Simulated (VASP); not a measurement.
# Sn (Fd-3m) in VASP: further runs

Sn is run at these levels: r2SCAN; tasks: single point.

All numbers are computed with VASP 6.6.1; they aren't measurements. Logs are shortened: lines on timing, memory, paths and dates and some standing lists are left out, and cuts for length are marked.

### Step 1. The cell of the first run

It takes space group Fd-3m (No. 227, cubic). Conventional cell: a = 6.570 Å, b = 6.570 Å, c = 6.570 Å, α = 90.00°, β = 90.00°, γ = 90.00°. Sn (site symmetry -43m) has 4 Sn at 2.84 Å within 3.7 Å.

### Step 2. Single point, r2SCAN

POSCAR

```
Sn
1.0
    0.0000000000      3.2849870000      3.2849870000
    3.2849870000      0.0000000000      3.2849870000
    3.2849870000      3.2849870000      0.0000000000
Sn
2
Direct
    0.5000000000      0.5000000000      0.5000000000
    0.7500000000      0.7500000000      0.7500000000
```

INCAR.step1

```
SYSTEM = Sn
ALGO     = Normal         ! electronic algorithm
EDIFF    = 1E-4           ! SCF threshold, eV
ENCUT    = 520            ! plane-wave cutoff, eV
GGA      = PE             ! functional
ISMEAR   = 0              ! smearing method
LASPH    = .TRUE.         ! aspherical terms in the spheres
LCHARG   = .FALSE.        ! write CHGCAR
LREAL    = .FALSE.        ! projectors in reciprocal space
LWAVE    = .TRUE.         ! write WAVECAR
NBANDS   = 21             ! bands
NELM     = 60             ! most SCF steps
PREC     = Accurate       ! precision mode
SIGMA    = 0.1            ! smearing width, eV
```

INCAR.step2

```
SYSTEM = Sn
ALGO     = Normal         ! electronic algorithm
EDIFF    = 1E-6           ! SCF threshold, eV
ENCUT    = 520            ! plane-wave cutoff, eV
ISIF     = 2              ! what is computed and relaxed
ISMEAR   = 0              ! smearing method
ISTART   = 1            
LASPH    = .TRUE.         ! aspherical terms in the spheres
LCHARG   = .FALSE.        ! write CHGCAR
LMIXTAU  = .TRUE.       
LREAL    = .FALSE.        ! projectors in reciprocal space
LWAVE    = .FALSE.        ! write WAVECAR
METAGGA  = R2SCAN         ! meta-GGA
NBANDS   = 21             ! bands
NELM     = 60             ! most SCF steps
PREC     = Accurate       ! precision mode
SIGMA    = 0.1            ! smearing width, eV
```

KPOINTS

```
k-points
0
G
  6 6 6
  0 0 0
```

Potentials or basis: VASP PAW PBE potentials, release 64 (Sn_d).

Run with:

```console
cat potpaw_PBE.64/Sn_d/POTCAR > POTCAR
cp INCAR.step1 INCAR
mpirun -np 1 vasp_std > vasp.out
cp INCAR.step2 INCAR
mpirun -np 1 vasp_std > vasp.out
```

OUTCAR:

```text
SYSTEM = Sn
   EDIFF = 1E-6
   ENCUT = 520
   ISIF = 2
   ISMEAR = 0
   ISTART = 1
   LASPH = .TRUE.
   LREAL = .FALSE.
   METAGGA = R2SCAN
   NELM = 60
   PREC = Accurate

 ion  position               nearest neighbor table
   1  0.500  0.500  0.500-   2 2.84   2 2.84   2 2.84   2 2.84
   2  0.750  0.750  0.750-   1 2.84   1 2.84   1 2.84   1 2.84

  LATTYP: Found a face centered cubic cell.
 ALAT       =     6.5699740000

  Lattice vectors:

 A1 = (   0.0000000000,   3.2849870000,   3.2849870000)
 A2 = (   3.2849870000,   0.0000000000,   3.2849870000)
 A3 = (   3.2849870000,   3.2849870000,   0.0000000000)

Analysis of symmetry for initial positions (statically):
=====================================================================
 Subroutine PRICEL returns:
 Original cell was already a primitive cell.

 Routine SETGRP: Setting up the symmetry group for a
 face centered cubic supercell.

 Subroutine GETGRP returns: Found 48 space group operations
 (whereof 24 operations were pure point group operations)
 out of a pool of 48 trial point group operations.

The static configuration has the point symmetry T_d .
 The point group associated with its full space group is O_h .

Analysis of symmetry for dynamics (positions and initial velocities):
=====================================================================
 Subroutine PRICEL returns:
 Original cell was already a primitive cell.

 Routine SETGRP: Setting up the symmetry group for a
 face centered cubic supercell.

 Subroutine GETGRP returns: Found 48 space group operations
 (whereof 24 operations were pure point group operations)
 out of a pool of 48 trial point group operations.

The dynamic configuration has the point symmetry T_d .
 The point group associated with its full space group is O_h .

 Subroutine INISYM returns: Found 48 space group operations
 (whereof 24 operations are pure point group operations),
 and found     1 'primitive' translations

----------------------------------------------------------------------------------------

                                     Primitive cell

  volume of cell :      70.8975

  direct lattice vectors                    reciprocal lattice vectors
     0.000000000  3.284987000  3.284987000    -0.152207604  0.152207604  0.152207604
     3.284987000  0.000000000  3.284987000     0.152207604 -0.152207604  0.152207604
     3.284987000  3.284987000  0.000000000     0.152207604  0.152207604 -0.152207604

  length of vectors
     4.645673168  4.645673168  4.645673168     0.263631303  0.263631303  0.263631303

  position of ions in fractional coordinates (direct lattice)
     0.500000000  0.500000000  0.500000000
     0.750000000  0.750000000  0.750000000

  ion indices of the primitive-cell ions
   primitive index   ion index
                 1           1
                 2           2

----------------------------------------------------------------------------------------

 KPOINTS: k-points

Automatic generation of k-mesh.
 Grid dimensions read from file:
 generate k-points for:    6    6    6

 Generating k-lattice:

  Cartesian coordinates                     Fractional coordinates (reciprocal lattice)
    -0.025367934  0.025367934  0.025367934     0.166666667  0.000000000  0.000000000
     0.025367934 -0.025367934  0.025367934     0.000000000  0.166666667  0.000000000
     0.025367934  0.025367934 -0.025367934     0.000000000  0.000000000  0.166666667

  Length of vectors
     0.043938551  0.043938551  0.043938551

  Shift w.r.t. Gamma in fractional coordinates (k-lattice)
     0.000000000  0.000000000  0.000000000

 Subroutine IBZKPT returns following result:
 ===========================================

 Found     16 irreducible k-points:

 Following reciprocal coordinates:
            Coordinates               Weight
  0.000000  0.000000  0.000000      1.000000
  0.166667  0.000000  0.000000      8.000000
  0.333333  0.000000  0.000000      8.000000
  0.500000  0.000000  0.000000      4.000000
  0.166667  0.166667  0.000000      6.000000
  0.333333  0.166667  0.000000     24.000000
[... 8 lines left out ...]
 -0.333333  0.333333  0.166667     24.000000
 -0.333333  0.500000  0.166667     12.000000
   k-points           NKPTS =     16   k-points in BZ     NKDIM =     16   number of bands    NBANDS=     21
   number of dos      NEDOS =    301   number of ions     NIONS =      2
   total plane-waves  NPLWV =  46656
   dimension x,y,z NGX =    36 NGY =   36 NGZ =   36
   dimension x,y,z NGXF=    72 NGYF=   72 NGZF=   72
   ions per type =               2
   NGX,Y,Z   is equivalent  to a cutoff of  12.88, 12.88, 12.88 a.u.
   NGXF,Y,Z  is equivalent  to a cutoff of  25.77, 25.77, 25.77 a.u.
 SYSTEM =  Sn
   PREC   = accura    normal or accurate (medium, high low for compatibility)
   ISTART =      1    job   : 0-new  1-cont  2-samecut
   ICHARG =      0    charge: 1-file 2-atom 10-const
   ISPIN  =      1    spin polarized calculation?
[... 77 lines left out ...]
      3     -17.1252      2.00000
      4     -17.0473      2.00000
      5     -17.0473      2.00000
      6     -16.8015      2.00000
[... 13 lines left out ...]
     20      12.3824      0.00000
     21      12.3824      0.00000

 k-point     3 :       0.3333    0.0000    0.0000
  band No.  band energies     occupation
      1     -17.1621      2.00000
      2     -17.1621      2.00000
      3     -17.1124      2.00000
      4     -17.0200      2.00000
      5     -17.0200      2.00000
      6     -16.8226      2.00000
[... 13 lines left out ...]
     20      12.8037      0.00000
     21      12.8037      0.00000

 k-point     4 :       0.5000    0.0000    0.0000
  band No.  band energies     occupation
      1     -17.1665      2.00000
      2     -17.1665      2.00000
      3     -17.1056      2.00000
      4     -17.0113      2.00000
      5     -17.0113      2.00000
      6     -16.8279      2.00000
[... 13 lines left out ...]
     20      14.3265      0.00000
     21      14.3271      0.00000

 k-point     5 :       0.1667    0.1667    0.0000
  band No.  band energies     occupation
      1     -17.1454      2.00000
      2     -17.1454      2.00000
      3     -17.1390      2.00000
      4     -17.0488      2.00000
      5     -17.0216      2.00000
      6     -16.8479      2.00000
[... 13 lines left out ...]
     20      12.1044      0.00000
     21      13.6948      0.00000

 k-point     6 :       0.3333    0.1667    0.0000
  band No.  band energies     occupation
      1     -17.1719      2.00000
      2     -17.1605      2.00000
      3     -17.1131      2.00000
      4     -17.0205      2.00000
      5     -16.9862      2.00000
      6     -16.8837      2.00000
[... 13 lines left out ...]
     20      13.2095      0.00000
     21      13.8189      0.00000

 k-point     7 :       0.5000    0.1667    0.0000
  band No.  band energies     occupation
      1     -17.1884      2.00000
      2     -17.1715      2.00000
      3     -17.0804      2.00000
      4     -16.9938      2.00000
      5     -16.9833      2.00000
      6     -16.8785      2.00000
[... 13 lines left out ...]
     20      14.2075      0.00000
     21      14.4273      0.00000
[... 99 lines left out ...]
      1     -17.2035      2.00000
      2     -17.1811      2.00000
      3     -17.0493      2.00000
      4     -16.9507      2.00000
      5     -16.9416      2.00000
      6     -16.9243      2.00000
[... 13 lines left out ...]
     20      12.8362      0.00000
     21      16.2003      0.00000

 k-point    13 :       0.5000    0.5000    0.0000
  band No.  band energies     occupation
      1     -17.1812      2.00000
      2     -17.1812      2.00000
      3     -17.0492      2.00000
      4     -17.0492      2.00000
      5     -16.9135      2.00000
      6     -16.9135      2.00000
[... 13 lines left out ...]
     20      14.7579      0.00000
     21      15.9286      0.00000

 k-point    14 :       0.5000    0.3333    0.1667
  band No.  band energies     occupation
      1     -17.1870      2.00000
      2     -17.1813      2.00000
      3     -17.0732      2.00000
      4     -16.9919      2.00000
      5     -16.9472      2.00000
      6     -16.9223      2.00000
[... 13 lines left out ...]
     20      13.5051      0.00000
     21      15.3078      0.00000

 k-point    15 :      -0.3333    0.3333    0.1667
  band No.  band energies     occupation
      1     -17.2003      2.00000
      2     -17.1861      2.00000
      3     -17.0416      2.00000
      4     -16.9666      2.00000
      5     -16.9380      2.00000
      6     -16.9271      2.00000
[... 13 lines left out ...]
     20      14.8617      0.00000
     21      15.2419      0.00000

 k-point    16 :      -0.3333    0.5000    0.1667
  band No.  band energies     occupation
      1     -17.1943      2.00000
      2     -17.1943      2.00000
      3     -17.0107      2.00000
      4     -17.0107      2.00000
      5     -16.9179      2.00000
      6     -16.9179      2.00000
[... 13 lines left out ...]
     20      14.4853      0.00000
     21      15.7800      0.00000

------------------------ aborting loop because EDIFF is reached ----------------------------------------

  FORCE on cell =-STRESS in cart. coord.  units (eV):
  Direction    XX          YY          ZZ          XY          YZ          ZX
  --------------------------------------------------------------------------------------
  -------------------------------------------------------------------------------------
  Total       -0.0250582     -0.0250582     -0.0250582      0.0000000      0.0000000     -0.0000000
  in kB       -0.5662781     -0.5662781     -0.5662781      0.0000000      0.0000000     -0.0000000
  external PRESSURE =      -0.5662781 kB  Pullay stress =       0.0000000 kB

 VOLUME and BASIS-vectors are now :
 -----------------------------------------------------------------------------
  energy-cutoff  :      520.00
  volume of cell :       70.90
      direct lattice vectors                 reciprocal lattice vectors
     0.000000000  3.284987000  3.284987000    -0.152207604  0.152207604  0.152207604
     3.284987000  0.000000000  3.284987000     0.152207604 -0.152207604  0.152207604
     3.284987000  3.284987000  0.000000000     0.152207604  0.152207604 -0.152207604

 POSITION                                       TOTAL-FORCE (eV/Angst)
 -----------------------------------------------------------------------------------
      3.28499      3.28499      3.28499         0.000000      0.000000     -0.000000
      4.92748      4.92748      4.92748        -0.000000     -0.000000      0.000000
 -----------------------------------------------------------------------------------
    total drift:                                0.000000      0.000000      0.000000

  FREE ENERGIE OF THE ION-ELECTRON SYSTEM (eV)
  ---------------------------------------------------
  free  energy   TOTEN  =       -49.4638739956 eV

  energy  without entropy=      -49.4624234547  energy(sigma->0) =      -49.46314873
```

It took 56 s on 1 thread of Intel Xeon 6975P-C, shared host; peak memory 0.21 GiB.

Results:

- Free energy: -49.4639 eV
- Pressure: -0.1 GPa
- Band gap on the k mesh: zero (filled and empty bands touch)

Levels at points of the mesh, in eV from the Fermi level:
| k point | band 10 | band 11 | band 12 | band 13 | band 14 | band 15 | band 16 | band 17 | band 18 | band 19 |
| --- | --- | --- | --- | --- | --- | --- | --- | --- | --- | --- |
| (0.00, 0.00, 0.00) | -21.95 | -10.87 | -0.62 | 0.01 | 0.01 | 0.01 | 2.22 | 2.22 | 2.22 | 5.37 |
| (0.50, 0.00, 0.00) | -21.91 | -9.23 | -6.44 | -1.20 | -1.20 | 0.07 | 3.36 | 3.36 | 5.97 | 8.75 |
| (0.50, 0.50, 0.00) | -21.89 | -7.72 | -7.72 | -2.55 | -2.55 | 0.96 | 0.96 | 7.92 | 7.92 | 9.57 |

Caveat: the PAW data sets were made with another functional, which shifts forces and pressure a little; spin-orbit coupling is left out, which moves the levels of the heavy elements.

### Step 3. Single point, r2SCAN

POSCAR

```
Sn
1.0
    0.0000000000      3.2835265906      3.2835265906
    3.2835265906      0.0000000000      3.2835265906
    3.2835265906      3.2835265906      0.0000000000
Sn
2
Direct
    0.5000000000      0.5000000000      0.5000000000
    0.7500000000      0.7500000000      0.7500000000
```

INCAR.step1

```
PREC     = Accurate       # precision mode
ENCUT    = 520            # plane-wave cutoff, eV
ISMEAR   = 0              # smearing method
SIGMA    = 0.1            # smearing width, eV
LREAL    = F              # projectors in reciprocal space
LASPH    = T              # aspherical terms in the spheres
NELM     = 80             # most SCF steps
NBANDS   = 21             # bands
GGA      = PE             # functional
ALGO     = Normal         # electronic algorithm
EDIFF    = 1E-4           # SCF threshold, eV
LWAVE    = T              # write WAVECAR
LCHARG   = F              # write CHGCAR
```

INCAR.step2

```
PREC     = Accurate       # precision mode
ENCUT    = 520            # plane-wave cutoff, eV
EDIFF    = 1E-6           # SCF threshold, eV
ISMEAR   = 0              # smearing method
SIGMA    = 0.1            # smearing width, eV
LREAL    = F              # projectors in reciprocal space
LASPH    = T              # aspherical terms in the spheres
NELM     = 80             # most SCF steps
ALGO     = Normal         # electronic algorithm
ISIF     = 2              # what is computed and relaxed
LWAVE    = F              # write WAVECAR
LCHARG   = F              # write CHGCAR
METAGGA  = R2SCAN         # meta-GGA
LMIXTAU  = T            
NBANDS   = 21             # bands
ISTART   = 1
```

KPOINTS

```
regular mesh
0
Gamma
  14 14 14
```

Potentials or basis: VASP PAW PBE potentials, release 64 (Sn_d).

Run with:

```console
cat potpaw_PBE.64/Sn_d/POTCAR > POTCAR
cp INCAR.step1 INCAR
mpirun -np 1 vasp_std > vasp.out
cp INCAR.step2 INCAR
mpirun -np 1 vasp_std > vasp.out
```

Wall time 4.8 min (1 thread of Intel Xeon 6975P-C, shared host); peak memory 0.29 GiB.

Results (log left out):

- Free energy: -49.4961 eV
- Pressure: -0.1 GPa
- Band gap on the k mesh: zero (filled and empty bands touch)

Levels at points of the mesh, in eV from the Fermi level:
| k point | band 12 | band 13 | band 14 | band 15 | band 16 | band 17 |
| --- | --- | --- | --- | --- | --- | --- |
| (0.00, 0.00, 0.00) | -0.63 | -0.01 | -0.01 | -0.01 | 2.21 | 2.21 |
| (0.50, 0.00, 0.00) | -6.47 | -1.22 | -1.22 | 0.05 | 3.34 | 3.34 |
| (0.50, 0.50, 0.00) | -7.75 | -2.57 | -2.57 | 0.94 | 0.94 | 7.91 |

Caveat: the PAW data sets were made with another functional, which shifts forces and pressure a little; spin-orbit coupling is left out, which moves the levels of the heavy elements.

### Step 4. Single point, r2SCAN

POSCAR

```
Sn
1.0
    0.0000000000      3.2853957777      3.2853957777
    3.2853957777      0.0000000000      3.2853957777
    3.2853957777      3.2853957777      0.0000000000
Sn
2
Direct
    0.5000000000      0.5000000000      0.5000000000
    0.7500000000      0.7500000000      0.7500000000
```

INCAR.step1

```
SYSTEM = Sn
ALGO = Normal ; EDIFF = 1E-4
ENCUT = 520 ; GGA = PE
ISMEAR = -1 ; LASPH = .TRUE.
LCHARG = .FALSE. ; LREAL = .FALSE.
LWAVE = .TRUE. ; NBANDS = 21
NELM = 60 ; PREC = Accurate
SIGMA = 0.15
```

INCAR.step2

```
SYSTEM = Sn
ALGO = Normal ; EDIFF = 1E-6
ENCUT = 520 ; ISIF = 2
ISMEAR = -1 ; ISTART = 1
LASPH = .TRUE. ; LCHARG = .TRUE.
LELF = .TRUE. ; LMIXTAU = .TRUE.
LREAL = .FALSE. ; LVHAR = .TRUE.
LWAVE = .FALSE. ; METAGGA = R2SCAN
NBANDS = 21 ; NELM = 60
PREC = Accurate ; SIGMA = 0.15
```

KPOINTS

```
k-points
0
G
  14 14 14
  0 0 0
```

Run with:

```console
cat potpaw_PBE.64/Sn_d/POTCAR > POTCAR
cp INCAR.step1 INCAR
mpirun -np 1 vasp_std > vasp.out
cp INCAR.step2 INCAR
mpirun -np 1 vasp_std > vasp.out
```

Wall time 5.5 min (1 thread of Intel Xeon 6975P-C, shared host); peak memory 0.29 GiB.

The run converged. Its results:

```yaml
Free_energy: -49.4997 eV
Pressure: -0.1 GPa
Band_gap_on_the_k_mesh: zero (filled and empty bands touch)
```

Levels at points of the mesh, in eV from the Fermi level:
```tsv
k point	band 11	band 12	band 13	band 14	band 15	band 16	band 17	band 18
(0.00, 0.00, 0.00)	-10.94	-0.69	-0.06	-0.06	-0.06	2.16	2.16	2.16
(0.50, 0.00, 0.00)	-9.30	-6.51	-1.27	-1.27	0.00	3.29	3.29	5.90
(0.50, 0.50, 0.00)	-7.79	-7.79	-2.61	-2.61	0.90	0.90	7.85	7.85
```

Caveat: the PAW data sets were made with another functional, which shifts forces and pressure a little; spin-orbit coupling is left out, which moves the levels of the heavy elements.

### Step 5. Overview

| cell | k mesh | smearing | gap on the mesh (eV) | pressure (GPa) |
| --- | --- | --- | --- | --- |
| a = 4.646 Å, angles 60.0°, 2 atoms | 6 × 6 × 6 | gaussian 0.1 eV | none | -0.1 |
| a = 4.644 Å, angles 60.0°, 2 atoms | 14 × 14 × 14 | gaussian 0.1 eV | none | -0.1 |
| a = 4.646 Å, angles 60.0°, 2 atoms | 14 × 14 × 14 | fermi-dirac 0.15 eV | none | -0.1 |

Alike in all rows: task single point; level r2SCAN; potentials or basis VASP PAW PBE potentials, release 64 (Sn_d); no spin polarisation; cutoff (eV) 520.

Every run on the cell as given and a fine mesh finds a metal.

Caveats: the PAW data sets were made with another functional, which shifts forces and pressure a little; spin-orbit coupling is left out, which moves the levels of the heavy elements.

Absolute energies hang on the potentials; compare differences alone.
